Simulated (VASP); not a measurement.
TiB2, 3 atoms in the cell. It takes space group P6/mmm (No. 191, hexagonal). Conventional cell: a = 2.963 Å, b = 2.963 Å, c = 3.159 Å, α = 90.00°, β = 90.00°, γ = 120.00°. Within 3.2 Å of Ti (site symmetry 6/mmm) lie 12 B at 2.33 Å and 8 Ti at 2.96 to 3.16 Å. B (site symmetry -6m2) has 3 B at 1.71 Å and 6 Ti at 2.33 Å within 2.4 Å. 

```yaml
Program: VASP 6.6.1
Task: relaxation of the atoms
Functional: r2SCAN
Potentials_or_basis: VASP PAW PBE potentials, release 64 (Ti_sv, B)
Cutoff: 500 eV
k_mesh: 13 × 13 × 10
Occupations: fermi-dirac, width 0.1 eV
Spin: no spin polarisation
Dipole_correction: no
Further_INCAR_settings: ALGO = Normal; EDIFF = 1e-07; IBRION = 2; EDIFFG = -0.01; NSW = 50
```

Potentials or basis: VASP PAW PBE potentials, release 64 (Ti_sv, B).

Launch:

```sh
$ cat potpaw_PBE.64/Ti_sv/POTCAR potpaw_PBE.64/B/POTCAR > POTCAR
$ cp INCAR.step1 INCAR
$ mpirun -np 1 vasp_std > vasp.out
$ cp INCAR.step2 INCAR
$ mpirun -np 1 vasp_std > vasp.out
```

Hardware: 1 thread of Intel(R) Xeon(R) Platinum 8488C (Sapphire Rapids), on a shared host.

**Question.** How long does it take, and how much memory?

**Answer.** It took 73 s on 1 thread of Intel(R) Xeon(R) Platinum 8488C (Sapphire Rapids), with other jobs on the host, peak memory 0.17 GiB. Counts: k points 126, ion steps 1.
